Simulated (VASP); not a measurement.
# ErBe (C2/m) in VASP: relaxation of cell and atoms with PBE

Aim: the relaxation of cell and atoms of ErBe with PBE.

Everything below comes from runs of VASP 6.6.1. Logs are shortened: lines on timing, memory, paths and dates and some standing lists are left out, and cuts for length are marked.

## Step 1: The cell of the first run

Symmetry: C2/m, No. 12, monoclinic system. The conventional cell has a = 3.952 Å, b = 3.757 Å, c = 5.150 Å, α = 90.00°, β = 109.61°, γ = 90.00°. Er (site symmetry 2/m) has 6 Be at 2.57 to 3.26 Å and 4 Er at 2.73 Å within 3.4 Å. Be (site symmetry 2/m) has 6 Er at 2.57 to 3.26 Å and 4 Be at 2.73 Å within 3.4 Å.

The cell was generated, and may not be a known phase.

## Step 2: Relaxation of cell and atoms, PBE

INCAR reads:

```
SYSTEM = ErBe
  PREC = Accurate
  ENCUT = 600
  EDIFF = 1E-7
  ISMEAR = 0
  SIGMA = 0.2
  LREAL = .FALSE.
  LASPH = .TRUE.
  NELM = 200
  ALGO = Normal
  ISIF = 3
  LWAVE = .FALSE.
  LCHARG = .FALSE.
  GGA = PE
  IBRION = 2
  NSW = 36
  EDIFFG = -0.08
  GGA_COMPAT = .FALSE.
  NELMIN = 4
  LMAXMIX = 6
```

KPOINTS reads:

```
Automatic mesh
0
G
  7 7 4
  0 0 0
```

POSCAR reads:

```
ErBe
1.0
    1.9762019900     -1.8784818500      0.0000000000
    1.9762019900      1.8784818500      0.0000000000
   -1.7281718000      0.0000000000      4.8509534100
Er Be
1 1
Direct
    0.5000000000      0.5000000000      0.5000000000
    0.5000000000      0.5000000000      0.0000000000
```

Potentials or basis: VASP PAW PBE potentials, release 64 (Er_3, Be), 4f in core.

Launch:

```sh
cat potpaw_PBE.64/Er_3/POTCAR potpaw_PBE.64/Be/POTCAR > POTCAR
mpirun -np 1 vasp_std > vasp.out
```

OUTCAR:

```text
SYSTEM = ErBe
   PREC = Accurate
   ENCUT = 600
   EDIFF = 1E-7
   ISMEAR = 0
   LREAL = .FALSE.
   LASPH = .TRUE.
   NELM = 200
   ISIF = 3
   GGA = PE
   IBRION = 2
   NSW = 36
   EDIFFG = -0.08
   NELMIN = 4

 ion  position               nearest neighbor table
   1  0.500  0.500  0.500-   2 2.57   2 2.57
   2  0.500  0.500  0.000-   1 2.57   1 2.57

  LATTYP: Found a base centered monoclinic cell.
 ALAT       =     3.9524039800
 B/A-ratio  =     0.9505515426
 C/A-ratio  =     1.3029019404
 COS(beta)  =    -0.3355937432

  Lattice vectors:

 A1 = (   1.9762019900,  -1.8784818500,   0.0000000000)
 A2 = (   1.9762019900,   1.8784818500,   0.0000000000)
 A3 = (  -1.7281718000,   0.0000000000,   4.8509534100)

Analysis of symmetry for initial positions (statically):
=====================================================================
 Subroutine PRICEL returns:
 Original cell was already a primitive cell.

 Routine SETGRP: Setting up the symmetry group for a
 base centered monoclinic supercell.

 Subroutine GETGRP returns: Found  4 space group operations
 (whereof  4 operations were pure point group operations)
 out of a pool of  4 trial point group operations.

The static configuration has the point symmetry C_2h.

Analysis of symmetry for dynamics (positions and initial velocities):
=====================================================================
 Subroutine PRICEL returns:
 Original cell was already a primitive cell.

 Routine SETGRP: Setting up the symmetry group for a
 base centered monoclinic supercell.

 Subroutine GETGRP returns: Found  4 space group operations
 (whereof  4 operations were pure point group operations)
 out of a pool of  4 trial point group operations.

The dynamic configuration has the point symmetry C_2h.

 Subroutine INISYM returns: Found  4 space group operations
 (whereof  4 operations are pure point group operations),
 and found     1 'primitive' translations

----------------------------------------------------------------------------------------

                                     Primitive cell

  volume of cell :      36.0160

  direct lattice vectors                    reciprocal lattice vectors
     1.976201990 -1.878481850  0.000000000     0.253010574 -0.266172388  0.090136042
     1.976201990  1.878481850  0.000000000     0.253010574  0.266172388  0.090136042
    -1.728171800  0.000000000  4.850953410     0.000000000  0.000000000  0.206145043

[... 108 lines left out ...]
   GGA     = PE    functional components
   LHFCALC =     F    Hartree Fock is set to
   AEXX    =    0.0000 exact exchange contribution
   IVDW    =     0    specifies the selected vdW correction
   LEPSILON=     F    determine dielectric tensor
   LRPA    =     F    only Hartree local field effects (RPA)
 conjugate gradient relaxation of ions
 non-spin polarized calculation
 Gauss-broadening in eV      SIGMA  =   0.20
  energy-cutoff  :      600.00
  volume of cell :       36.02
 maximum number of plane-waves:      1218
 NGX is ok and might be reduce to    24
   NGX = 11   NGY = 11   NGZ = 21

--------------------------------------- Ionic step        1  -------------------------------------------

 number of electron      11.0000000 magnetization

 Free energy of the ion-electron system (eV)
  ---------------------------------------------------
  ext. energy  EPLUGINS =         0.00000000
  ---------------------------------------------------
  free energy    TOTEN  =        -5.69872266 eV

  energy without entropy =       -5.66595379  energy(sigma->0) =       -5.68233822

------------------------ aborting loop because EDIFF is reached ----------------------------------------

  FORCE on cell =-STRESS in cart. coord.  units (eV):
  Direction    XX          YY          ZZ          XY          YZ          ZX
  --------------------------------------------------------------------------------------
  -------------------------------------------------------------------------------------
  Total        3.7058308      2.4042010      1.8662941      0.0000000      0.0000000     -4.1993132
  in kB      164.8544747    106.9512619     83.0223883      0.0000000      0.0000000   -186.8071153
  external PRESSURE =     118.2760417 kB  Pullay stress =       0.0000000 kB
[... 89 lines left out ...]
  FREE ENERGIE OF THE ION-ELECTRON SYSTEM (eV)
  ---------------------------------------------------
  free  energy   TOTEN  =        -6.8744514040 eV

  energy  without entropy=       -6.8431686389  energy(sigma->0) =       -6.85881002

 E-fermi :   2.9254     XC(G=0):  -9.7158

 val. band max:        2.9192302909   @ k =  -0.1429   0.1429   0.0000
 cond. band min:       2.9475167493   @ k =   0.2857   0.0000   0.5000
 fundamental gap:      0.0282864585
 Fermi energy:         2.9253968596

 k-point     1 :       0.0000    0.0000    0.0000
  band No.  band energies     occupation
      1     -21.5961      2.00000
      2     -21.3807      2.00000
      3     -21.3714      2.00000
      4      -3.4376      2.00000
      5       2.3831      1.99987
      6       3.1219      0.16460
      7       4.6249      0.00000
      8       7.5537      0.00000
      9       8.2058      0.00000
[... 265 lines left out ...]
 k-point    24 :       0.1429    0.1429    0.2500
  band No.  band energies     occupation
      1     -21.6416      2.00000
      2     -21.5132      2.00000
      3     -21.4506      2.00000
      4      -0.8830      2.00000
      5      -0.2723      2.00000
      6       4.0662      0.00000
      7       4.3550      0.00000
      8       6.2764      0.00000
      9       6.5838      0.00000

 [... further k-points ...]

[... ionic steps 4 to 10 ...]

--------------------------------------- Ionic step       11  -------------------------------------------

 number of electron      11.0000002 magnetization

------------------------ aborting loop because EDIFF is reached ----------------------------------------
[... 67 lines left out ...]
--------------------------------------- Ionic step       13  -------------------------------------------

 number of electron      11.0000002 magnetization

 Free energy of the ion-electron system (eV)
  ---------------------------------------------------
  ext. energy  EPLUGINS =         0.00000000
  ---------------------------------------------------
  free energy    TOTEN  =        -8.11694439 eV

  energy without entropy =       -8.08108898  energy(sigma->0) =       -8.09901668

 E-fermi :   3.4688     XC(G=0): -10.1251

 val. band max:        3.4680112582   @ k =  -0.1429  -0.1429   0.2500
 cond. band min:       3.4704991513   @ k =   0.1429   0.0000  -0.0000
 fundamental gap:      0.0024878931
 Fermi energy:         3.4688326800

 k-point     1 :       0.0000    0.0000    0.0000
  band No.  band energies     occupation
      1     -20.6163      2.00000
      2     -20.6125      2.00000
      3     -20.6047      2.00000
      4      -3.2319      2.00000
      5       3.3707      1.51211
      6       3.3748      1.49384
      7       7.7420      0.00000
      8       7.7473      0.00000
      9       9.0866      0.00000
[... 305 lines left out ...]
  FREE ENERGIE OF THE ION-ELECTRON SYSTEM (eV)
  ---------------------------------------------------
  free  energy   TOTEN  =        -8.1169443877 eV

  energy  without entropy=       -8.0810889812  energy(sigma->0) =       -8.09901668

 reached required accuracy - stopping structural energy minimisation
```

OSZICAR:

```text
N       E                     dE             d eps       ncg     rms          rms(c)
DAV:   1     0.138654305854E+02    0.13865E+02   -0.57583E+03  1537   0.127E+03
DAV:   2    -0.422001255620E+01   -0.18085E+02   -0.17181E+02  1378   0.250E+02
DAV:   3    -0.570710214674E+01   -0.14871E+01   -0.12423E+01  1768   0.824E+01
[... 125 lines left out ...]
DAV:   3    -0.811698493200E+01    0.11580E-02   -0.29867E-03  2041   0.777E-01    0.877E-02
DAV:   4    -0.811695208684E+01    0.32845E-04   -0.94302E-05  1700   0.119E-01    0.617E-02
DAV:   5    -0.811694460158E+01    0.74853E-05   -0.30861E-05  1924   0.632E-02    0.136E-02
DAV:   6    -0.811694440632E+01    0.19526E-06   -0.16229E-06  2096   0.185E-02    0.314E-03
DAV:   7    -0.811694438769E+01    0.18633E-07   -0.31230E-08   734   0.436E-03
  13 F= -.81169444E+01 E0= -.80990167E+01  d E =-.126638E-02
```

Run time: 1.9 min. Hardware: 1 thread of Intel Xeon 6975P-C (Granite Rapids), shared host; peak memory 0.19 GiB.

What came out:

| Quantity | Value |
| --- | --- |
| Free energy | -8.1169 eV |
| Relaxed volume | 19.21 Å³/atom |
| Relaxed cell | a = 3.381 Å, b = 3.381 Å, c = 5.852 Å, α = 125.42°, β = 125.42°, γ = 89.83° |
| Space group after relaxing (to 0.1 Å) | Pm-3m (No. 221) |
| Energy gained by relaxing | 1209.1 meV/atom |
| Ionic steps | 13 |
| Pressure after relaxing | -0.1 GPa |
| Band gap on the k mesh | zero (an odd number of electrons rules out a gap without spin polarisation) |

The path:
```csv
step,energy change (eV),largest force (eV/Å),pressure (GPa),volume (Å³)
1,0.0000,0.0000,11.83,36.02
2,-0.9570,0.0000,-1.65,42.99
3,-1.1757,0.0000,-7.37,48.33
4,-1.8532,0.0000,-6.09,44.09
5,-1.9658,0.0000,-4.56,42.60
6,-2.0933,0.0000,0.22,39.25
7,-2.3100,0.0000,1.15,38.14
8,-2.3157,0.0000,1.83,37.75
9,-2.4059,0.0000,-1.24,39.17
10,-2.4059,0.0000,-1.20,39.14
11,-2.4169,0.0000,0.55,38.06
12,-2.4170,0.0000,0.43,38.13
13,-2.4182,0.0000,-0.07,38.42
```

Final structure:
```
Er Be
1.0
     2.31647   -2.38699   -0.60444
     2.31647    2.38699   -0.60444
    -3.78551    0.00000    4.46213
Er Be
1 1
Direct
  0.50000 0.50000 0.50000
  0.50000 0.50000 0.00000
```

Caveat: a cell axis changed by over 15 % at a fixed basis, so the end point is rough; spin-orbit coupling is left out, which moves the levels of the heavy elements; the 4f electrons are frozen in the core, so they carry no moment and show no levels.
